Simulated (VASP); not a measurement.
## Sr8Ti9O24 (a cell with a defect): single point with PBEsol

System: Sr8Ti9O24 (a cell with a defect).

```
Sr Ti O
1.0
     7.78282    0.00000    0.00000
     0.00000    7.78282    0.00000
     0.00000    0.00000    7.78282
Sr Ti O
8 9 24
Direct
  0.98556 0.99890 0.00908
  0.92986 0.96777 0.49285
  0.99417 0.51210 0.00273
  0.99100 0.52245 0.49290
  0.51053 0.99303 0.97190
  0.51418 0.98247 0.49293
  0.50564 0.54073 0.98739
  0.50305 0.51161 0.53435
  0.30249 0.28445 0.22730
  0.27031 0.27895 0.78777
  0.24371 0.76159 0.24450
  0.24605 0.76916 0.73879
  0.70649 0.26279 0.25014
  0.76291 0.25683 0.75057
  0.74211 0.74721 0.24221
  0.75148 0.75120 0.75213
  0.17171 0.16567 0.49742
  0.21246 0.20955 0.00820
  0.24883 0.80609 0.99763
  0.25469 0.71492 0.50373
  0.78067 0.25611 0.99889
  0.72068 0.24671 0.49507
  0.75246 0.74987 0.99438
  0.73777 0.74124 0.49624
  0.04555 0.26391 0.32609
  0.01584 0.25100 0.69015
  0.00129 0.76361 0.24950
  0.99967 0.76537 0.74400
  0.49555 0.13444 0.22524
  0.50633 0.27048 0.78267
  0.50223 0.76284 0.23922
  0.49989 0.75739 0.74979
  0.23446 0.99782 0.33399
  0.25865 0.02017 0.69383
  0.23418 0.52181 0.20161
  0.24877 0.51333 0.78866
  0.76974 0.99924 0.24237
  0.74950 0.00413 0.74924
  0.79456 0.50697 0.24246
  0.76095 0.50406 0.74682
  0.51166 0.41161 0.25660
```

* Program: VASP 6.6.1
* Task: single point
* Functional: PBEsol
* Potentials or basis: VASP PAW PBE potentials, release 64 (Sr_sv, Ti_sv, O)
* Cutoff: 520 eV
* k mesh: 1 × 1 × 1, shifted
* Occupations: fermi-dirac, width 0.05 eV
* Spin: collinear spin
* Dipole correction: no
* Further INCAR settings: LREAL = Auto; ALGO = Normal; EDIFF = 1e-06; NBANDS = 196; ISYM = 0

```json
{"Pressure": "10.2 GPa", "Largest force": "0.302 eV/Å", "Net moment": "-0.14 μB per cell", "Site moments": "Sr -0.00, +0.00 (each value once); Ti -0.10, -0.15, -0.00, +0.11, +0.01, +0.14, +0.03, +0.16, -0.25; O -0.02, -0.00, -0.01, +0.00 (each value once) μB", "Valence electrons inside the program's atomic spheres": "Sr 8.04, 8.25, 8.06, 8.10, 8.11, 8.09 (each value once); Ti 10.45, 10.55, 10.35, 10.30, 10.43, 10.47, 10.71 (each value once); O 5.05, 5.03, 5.04, 5.01, 5.02, 5.08, 5.06, 5.09, 5.07 (each value once)"}
```

Forces in eV/Å, atoms in the order of the input:
```
Sr  -0.002 -0.059  0.003
Sr  -0.006 -0.127 -0.061
Sr  -0.033  0.021  0.048
Sr  -0.015  0.054 -0.024
Sr   0.012 -0.064  0.033
Sr   0.032 -0.060 -0.042
Sr   0.023  0.076  0.032
Sr   0.052  0.020 -0.108
Ti   0.074 -0.025  0.056
Ti  -0.151 -0.213 -0.152
Ti   0.114 -0.006  0.035
Ti  -0.136  0.033  0.075
Ti   0.086 -0.050 -0.025
Ti  -0.010 -0.085 -0.075
Ti   0.030 -0.012 -0.023
Ti  -0.018 -0.043 -0.061
Ti  -0.021  0.020  0.184
O    0.060  0.101  0.035
O   -0.019 -0.007 -0.059
O   -0.006  0.007  0.002
O    0.001  0.032  0.026
O    0.003  0.045  0.108
O   -0.005  0.009 -0.022
O   -0.077 -0.033  0.132
O    0.048  0.020 -0.044
O   -0.007  0.052  0.068
O    0.015  0.016 -0.038
O    0.078 -0.043  0.010
O   -0.054 -0.013 -0.052
O    0.113  0.006  0.000
O   -0.132  0.002 -0.006
O   -0.066  0.053 -0.045
O   -0.032  0.123  0.052
O    0.137  0.073  0.003
O   -0.032 -0.071 -0.061
O    0.017  0.058 -0.061
O    0.019  0.133 -0.030
O   -0.041  0.102  0.042
O    0.008 -0.126  0.023
O    0.064 -0.054  0.008
O   -0.124  0.032  0.014
```

Stress tensor (GPa, compression positive):
```
11.54  2.45  0.61
 2.45 11.84 -0.35
 0.61 -0.35  7.21
```

Levels at points of the mesh, in eV from the Fermi level:
Spin up:
| k point | band 162 | band 163 | band 164 | band 165 | band 166 | band 167 | band 168 | band 169 | band 170 | band 171 |
| --- | --- | --- | --- | --- | --- | --- | --- | --- | --- | --- |
| (0.25, 0.25, 0.25) | -2.75 | -2.52 | -2.09 | -0.66 | -0.10 | 0.10 | 0.17 | 0.23 | 0.37 | 0.56 |
Spin down:
| k point | band 162 | band 163 | band 164 | band 165 | band 166 | band 167 | band 168 | band 169 | band 170 | band 171 |
| --- | --- | --- | --- | --- | --- | --- | --- | --- | --- | --- |
| (0.25, 0.25, 0.25) | -2.76 | -2.53 | -2.10 | -0.84 | -0.30 | 0.17 | 0.20 | 0.26 | 0.37 | 0.54 |

Run time: 59 min on 1 thread of Oxide Virtual Turin-like Processor (shared host), peak memory 0.92 GiB.

Caveat: the k points lie up to 0.40 Å⁻¹ apart; the PAW data sets were made with another functional, which shifts forces and pressure a little; semilocal functionals often make such compounds metallic where correlation or magnetic order opens a gap, which also shifts bond lengths.
